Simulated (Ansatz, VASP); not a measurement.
# ZnSe in VASP and in Ansatz

```
CELL_PARAMETERS angstrom
0.00000 2.86643 2.86643
2.86643 0.00000 2.86643
2.86643 2.86643 0.00000
ATOMIC_POSITIONS crystal
Zn 0.00000 0.00000 0.00000
Se 0.25000 0.25000 0.25000
```

Alike in both runs: functional PBE; k mesh 8 × 8 × 8; occupations gaussian, width 0.02 eV; no spin polarisation.

Ansatz relaxed the structure, and its values are those at the end. VASP's run is a single point on that final structure, the one shown.

```csv
,VASP,Ansatz
version,VASP 6.6.1,Ansatz 0.2.0
potentials or method,"VASP PAW PBE potentials, release 64 (Zn, Se), cutoff 500 eV","scalar-relativistic, plane waves, PAW"
valence electrons in the cell,18,28
```

```tsv
	VASP	Ansatz	Ansatz less VASP
gap on the k mesh at the Fermi level (eV)	1.15	1.15	-0.001
least direct gap on the mesh (eV)	1.15	1.15	-0.001
pressure (GPa)	0.2	0.0	-0.20
```

With one functional, cell and mesh, what is left measures potentials, basis and numerics. VASP's potentials hold 18 valence electrons a cell and Ansatz's 28, so a difference there can come from the potentials and not from the codes.
